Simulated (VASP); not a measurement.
Input of a VASP 6.6.1 run:

INCAR

```
PREC = Accurate
ENCUT = 520
EDIFF = 1E-7
ISMEAR = 0
SIGMA = 0.1
LREAL = False
LASPH = True
NELM = 150
ALGO = Normal
ISIF = 2
LWAVE = False
LCHARG = False
ISPIN = 2
MAGMOM = 1 1 1 0
LORBIT = 11
LMAXMIX = 4
GGA = PE
NBANDS = 32
```

Contents of KPOINTS:

```
Automatic mesh
0
Gamma
  6 6 6
```

File POSCAR:

```
Ti3Al
1.0
    0.0000000000      3.2317810000      3.2317810000
    3.2317810000      0.0000000000      3.2317810000
    3.2317810000      3.2317810000      0.0000000000
Ti Al
3 1
Direct
    0.7500000000      0.7500000000      0.7500000000
    0.2500000000      0.2500000000      0.2500000000
    0.0000000000      0.0000000000      0.0000000000
    0.5000000000      0.5000000000      0.5000000000
```

Potentials or basis: VASP PAW PBE potentials, release 64 (Ti_sv, Al).

The run is started by

```console
$ cat potpaw_PBE.64/Ti_sv/POTCAR potpaw_PBE.64/Al/POTCAR > POTCAR
$ mpirun -np 1 vasp_std > vasp.out
```

**Question.** Estimate the site moments.

**Answer.** Ti +0.27, +1.04 (each value once); Al -0.02 μB.

**Question.** Predict the pressure.

**Answer.** -0.1 GPa.

**Question.** Predict the net moment.

**Answer.** 2.08 μB per cell.
